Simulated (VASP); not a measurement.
Set up this calculation in VASP 6.6.1, as the native input.

```yaml
Task: single point
Functional: PBEsol
Potentials_or_basis: VASP PAW PBE potentials, release 64 (Al)
Cutoff: 520 eV
k_mesh: 19 × 19 × 4
Occupations: gaussian, width 0.15 eV
Spin: no spin polarisation
Dipole_correction: no
Further_INCAR_settings: ALGO = Fast; EDIFF = 1e-06; NBANDS = 18
```

The structure of Al lies in POSCAR:

```
Al
1.0
    2.0239800000     -2.0239800000      0.0000000000
    2.0239800000      0.0000000000     -2.0239800000
    8.0959200000      8.0959200000      8.0959200000
Al
6
Direct
    0.6666666667      0.6666666667      0.1666666667
    0.0000000000      0.0000000000      0.0000000000
    0.3333333333      0.3333333333      0.3333333333
    0.6666666667      0.6666666667      0.6666666667
    0.0000000000      0.0000000000      0.5000000000
    0.3333333333      0.3333333333      0.8333333333
```

One way to write it, as run:

INCAR

```
  PREC = Accurate
  ENCUT = 520
  EDIFF = 1E-6
  ISMEAR = 0
  SIGMA = 0.15
  LREAL = F
  LASPH = T
  NELM = 60
  ALGO = Fast
  ISIF = 2
  LWAVE = F
  LCHARG = F
  GGA = PS
  NBANDS = 18
```

KPOINTS

```
Automatic mesh
0
Gamma
  19 19 4
```

Potentials or basis: VASP PAW PBE potentials, release 64 (Al).

Launch:

```console
$ cat potpaw_PBE.64/Al/POTCAR > POTCAR
$ mpirun -np 1 vasp_std > vasp.out
```

It gave:

```json
{
  "Pressure": "-1.9 GPa",
  "Band gap on the k mesh": "zero (bands 9 and 10 overlap by 5.72 eV)"
}
```

Caveat: the PAW data sets were made with another functional, which shifts forces and pressure a little.

Wall time 3.7 min on 1 thread of Intel Xeon 8259CL, with other jobs on the host, peak memory 0.36 GiB.
